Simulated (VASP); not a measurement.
# RbBr (F-43m) in VASP: settings compared

Aim: see how the results for RbBr move with the level of theory and the settings. Levels: PBEsol, PBE. Tasks: vibrations by perturbation theory, dielectric tensor.

All numbers are computed with VASP 6.6.1; they aren't measurements. Logs are shortened: lines on timing, memory, paths and dates and some standing lists are left out, and cuts for length are marked.

## 1. The cell of the first run

Symmetry: F-43m, No. 216, cubic system. The conventional cell has a = 7.631 Å, b = 7.631 Å, c = 7.631 Å, α = 90.00°, β = 90.00°, γ = 90.00°. Within 4.3 Å of Rb (site symmetry -43m) lie 4 Br at 3.30 Å. Br (site symmetry -43m) has 4 Rb at 3.30 Å within 4.3 Å.

## 2. Vibrations by perturbation theory, PBEsol

The input, INCAR:

```
ALGO = Normal ; EDIFF = 1E-8
ENCUT = 520 ; GGA = PS
IBRION = 8 ; ISIF = 2
ISMEAR = 0 ; LASPH = T
LCHARG = F ; LEPSILON = T
LREAL = F ; LWAVE = F
NELM = 60 ; NSW = 1
PREC = Accurate ; SIGMA = 0.01
```

The input, KPOINTS:

```
k-points
0
Gamma
  6 6 6
```

The input, POSCAR:

```
RbBr
1.0
    0.0000000000      3.8153012152      3.8153012152
    3.8153012152      0.0000000000      3.8153012152
    3.8153012152      3.8153012152      0.0000000000
Rb Br
1 1
Direct
    0.0000000000      0.0000000000      0.0000000000
    0.2500000000      0.2500000000      0.2500000000
```

Potentials or basis: VASP PAW PBE potentials, release 64 (Rb_sv, Br).

Launch:

```
cat potpaw_PBE.64/Rb_sv/POTCAR potpaw_PBE.64/Br/POTCAR > POTCAR
mpirun -np 1 vasp_std > vasp.out
```

OUTCAR:

```text
EDIFF = 1E-8
   ENCUT = 520
   GGA = PS
   IBRION = 8
   ISIF = 2
   ISMEAR = 0
   LASPH = T
   LEPSILON = T
   LREAL = F
   NELM = 60
   NSW = 1
   PREC = Accurate

 ion  position               nearest neighbor table
   1  0.000  0.000  0.000-   2 3.30   2 3.30   2 3.30   2 3.30
   2  0.250  0.250  0.250-   1 3.30   1 3.30   1 3.30   1 3.30

  LATTYP: Found a face centered cubic cell.
 ALAT       =     7.6306024304

  Lattice vectors:

 A1 = (   0.0000000000,   3.8153012152,   3.8153012152)
 A2 = (   3.8153012152,   0.0000000000,   3.8153012152)
 A3 = (   3.8153012152,   3.8153012152,   0.0000000000)

Analysis of symmetry for initial positions (statically):
=====================================================================
 Subroutine PRICEL returns:
 Original cell was already a primitive cell.

 Routine SETGRP: Setting up the symmetry group for a
 face centered cubic supercell.

 Subroutine GETGRP returns: Found 24 space group operations
 (whereof 24 operations were pure point group operations)
 out of a pool of 48 trial point group operations.

The static configuration has the point symmetry T_d .

Analysis of symmetry for dynamics (positions and initial velocities):
=====================================================================
 Subroutine PRICEL returns:
 Original cell was already a primitive cell.

 Routine SETGRP: Setting up the symmetry group for a
 face centered cubic supercell.

 Subroutine GETGRP returns: Found 24 space group operations
 (whereof 24 operations were pure point group operations)
 out of a pool of 48 trial point group operations.

The dynamic configuration has the point symmetry T_d .

 Subroutine INISYM returns: Found 24 space group operations
 (whereof 24 operations are pure point group operations),
 and found     1 'primitive' translations

----------------------------------------------------------------------------------------

                                     Primitive cell

  volume of cell :     111.0750

  direct lattice vectors                    reciprocal lattice vectors
     0.000000000  3.815301215  3.815301215    -0.131051252  0.131051252  0.131051252
     3.815301215  0.000000000  3.815301215     0.131051252 -0.131051252  0.131051252
     3.815301215  3.815301215  0.000000000     0.131051252  0.131051252 -0.131051252

  length of vectors
     5.395650723  5.395650723  5.395650723     0.226987426  0.226987426  0.226987426

  position of ions in fractional coordinates (direct lattice)
     0.000000000  0.000000000  0.000000000
     0.250000000  0.250000000  0.250000000

  ion indices of the primitive-cell ions
   primitive index   ion index
                 1           1
                 2           2

----------------------------------------------------------------------------------------

 KPOINTS: k-points

Automatic generation of k-mesh.
 Grid dimensions read from file:
 generate k-points for:    6    6    6

 Generating k-lattice:

  Cartesian coordinates                     Fractional coordinates (reciprocal lattice)
    -0.021841875  0.021841875  0.021841875     0.166666667  0.000000000  0.000000000
[... 378 lines left out ...]
  ---------------------------------------------------
  free energy    TOTEN  =        -0.37718613 eV

  energy without entropy =       -0.37718613

------------------------ aborting loop because EDIFF is reached ----------------------------------------

--------------------------------------- Ionic step        2  -------------------------------------------

------------------------ aborting loop because EDIFF is reached ----------------------------------------

--------------------------------------- Ionic step        3  -------------------------------------------

------------------------ aborting loop because EDIFF is reached ----------------------------------------

 PIEZOELECTRIC TENSOR FIELD DIRECTION 3  (e Angst)
 -----------------------------------------------------------------------------
     0.00009 -0.67208  0.00000           ( -0.00000  0.00988  0.00000)
    -0.67208  0.00009  0.00000           (  0.00988 -0.00000  0.00000)
     0.00000  0.00000 -0.00012           (  0.00000  0.00000 -0.00000)

 PIEZOELECTRIC TENSOR FIELD DIRECTION 3  (C/m^2)
 -----------------------------------------------------------------------------
     0.00001 -0.09694  0.00000
    -0.09694  0.00001  0.00000
     0.00000  0.00000 -0.00002

--------------------------------------- Ionic step        4  -------------------------------------------

------------------------ aborting loop because EDIFF is reached ----------------------------------------

[... ionic steps 5 to 6 ...]

--------------------------------------- Ionic step        7  -------------------------------------------

 Free energy of the ion-electron system (eV)
  ---------------------------------------------------
  ---------------------------------------------------
  free energy    TOTEN  =        -0.14895771 eV

  energy without entropy =       -0.14895771

------------------------ aborting loop because EDIFF is reached ----------------------------------------

 INTERNAL STRAIN TENSOR  FOR ION    2  DIRECTION 1   (eV/Angst):
 -----------------------------------------------------------------------------
    -0.00054  0.00000  0.00000
     0.00000 -0.00005 -2.33336
     0.00000 -2.33336 -0.00005

 MACROSCOPIC STATIC DIELECTRIC TENSOR (including local field effects in DFT)
 ------------------------------------------------------
           2.058893    -0.000000     0.000000
           0.000000     2.058893    -0.000000
          -0.000000     0.000000     2.058893
 ------------------------------------------------------

 PIEZOELECTRIC TENSOR (including local field effects)  for field in x, y, z        (e  Angst)
          XX          YY          ZZ          XY          YZ          ZX
  --------------------------------------------------------------------------------
  x    -0.00000     0.00000    -0.00000     0.00000    -0.67286     0.00000
  y     0.00000    -0.00000    -0.00000     0.00000     0.00000    -0.67286
  z     0.00000     0.00000     0.00000    -0.67286     0.00000     0.00000

 PIEZOELECTRIC TENSOR (including local field effects)  for field in x, y, z        (C/m^2)
          XX          YY          ZZ          XY          YZ          ZX
  --------------------------------------------------------------------------------
  x    -0.00000     0.00000    -0.00000     0.00000    -0.09706     0.00000
  y     0.00000    -0.00000    -0.00000     0.00000     0.00000    -0.09706
  z     0.00000     0.00000     0.00000    -0.09706     0.00000     0.00000

 BORN EFFECTIVE CHARGES (including local field effects) (in |e|, cummulative output)
 ---------------------------------------------------------------------------------
 ion    1
    1     1.05512     0.00000     0.00000
    2     0.00000     1.05512     0.00000
    3    -0.00000     0.00000     1.05512
 ion    2
    1    -1.05512     0.00000     0.00000
    2     0.00000    -1.05512    -0.00000
    3     0.00000    -0.00000    -1.05512

 INTERNAL STRAIN TENSOR FOR ION    2 for displacements in x,y,z  (eV/Angst):
          X           Y           Z          XY          YZ          ZX
  --------------------------------------------------------------------------------
  x     0.00000    -0.00000    -0.00000     0.00000    -2.33336     0.00000
  y     0.00000     0.00000     0.00000     0.00000     0.00000    -2.33336
  z    -0.00000    -0.00000     0.00000    -2.33336     0.00000     0.00000

 SECOND DERIVATIVES (NOT SYMMETRIZED)
 ------------------------------------
               1X          1Y          1Z          2X          2Y          2Z
  1X    -1.327638    0.000000    0.000000    1.327638    0.000000    0.000000
  1Y     0.000000   -1.327638    0.000000    0.000000    1.327638    0.000000
  1Z     0.000000    0.000000   -1.327638    0.000000    0.000000    1.327638
  2X     1.320779    0.000000    0.000000   -1.320779    0.000000    0.000000
  2Y     0.000000    1.320779    0.000000    0.000000   -1.320779    0.000000
  2Z     0.000000    0.000000    1.320779    0.000000    0.000000   -1.320779

 Eigenvectors and eigenvalues of the dynamical matrix
 ----------------------------------------------------

   1 f  =    2.799338 THz    17.588757 2PiTHz   93.375852 cm-1    11.577125 meV
             X         Y         Z           dx          dy          dz
      0.000000  0.000000  0.000000    -0.499759    0.000000    0.484471
      1.907651  1.907651  1.907651     0.515529    0.000000   -0.499759
[... 21 lines left out ...]
   6 f/i=    0.003623 THz     0.022765 2PiTHz    0.120853 cm-1     0.014984 meV
             X         Y         Z           dx          dy          dz
      0.000000  0.000000  0.000000     0.465946   -0.470600   -0.277416
      1.907651  1.907651  1.907651     0.451692   -0.456204   -0.268930

--------------------------------------------------------------------------------------------------------

 MACROSCOPIC STATIC DIELECTRIC TENSOR IONIC CONTRIBUTION
 ------------------------------------------------------
           1.369610     0.000000    -0.000000
           0.000000     1.369610     0.000000
          -0.000000     0.000000     1.369610
 ------------------------------------------------------

 ELASTIC MODULI CONTR FROM IONIC RELAXATION (kBar)
 Direction    XX          YY          ZZ          XY          YZ          ZX
 --------------------------------------------------------------------------------
 XX          -0.0000     -0.0000     -0.0000     -0.0000     -0.0000      0.0000
 YY          -0.0000     -0.0000     -0.0000     -0.0000     -0.0000      0.0000
 ZZ          -0.0000     -0.0000     -0.0000     -0.0000     -0.0000      0.0000
 XY          -0.0000     -0.0000     -0.0000    -58.9949      0.0000      0.0000
 YZ          -0.0000     -0.0000     -0.0000      0.0000    -58.9949      0.0000
 ZX           0.0000      0.0000      0.0000      0.0000      0.0000    -58.9949
 --------------------------------------------------------------------------------

 PIEZOELECTRIC TENSOR IONIC CONTR  for field in x, y, z        (C/m^2)
          XX          YY          ZZ          XY          YZ          ZX
  --------------------------------------------------------------------------------
  x     0.00000     0.00000     0.00000     0.00000     0.26747     0.00000
  y    -0.00000    -0.00000    -0.00000     0.00000     0.00000     0.26747
  z     0.00000     0.00000     0.00000     0.26747    -0.00000     0.00000
```

Wall time 11 min (1 thread of Intel Xeon 6975P-C, shared host); peak memory 0.4 GiB.

Results:

| Item | Value |
| --- | --- |
| Electronic dielectric tensor (diagonal) | 2.06 |
| Born charges (mean of the diagonal) | Rb +1.06; Br -1.06 e |
| Highest phonon frequency at Γ, LO-TO splitting left out | 93 cm⁻¹ |

Phonon frequencies in cm⁻¹ (negative: imaginary):
| q point | frequencies |
| --- | --- |
| (0.000, 0.000, 0.000) | 0 0 0 93 93 93 |

Electronic dielectric tensor:
```
2.06 0.00 0.00
0.00 2.06 0.00
0.00 0.00 2.06
```

Born effective charge tensors (e):
atom 1, Rb
```
1.06 0.00 0.00
0.00 1.06 0.00
0.00 0.00 1.06
```
atom 2, Br
```
-1.06  0.00  0.00
 0.00 -1.06  0.00
 0.00  0.00 -1.06
```

(Part 1 of 2 ends here.)
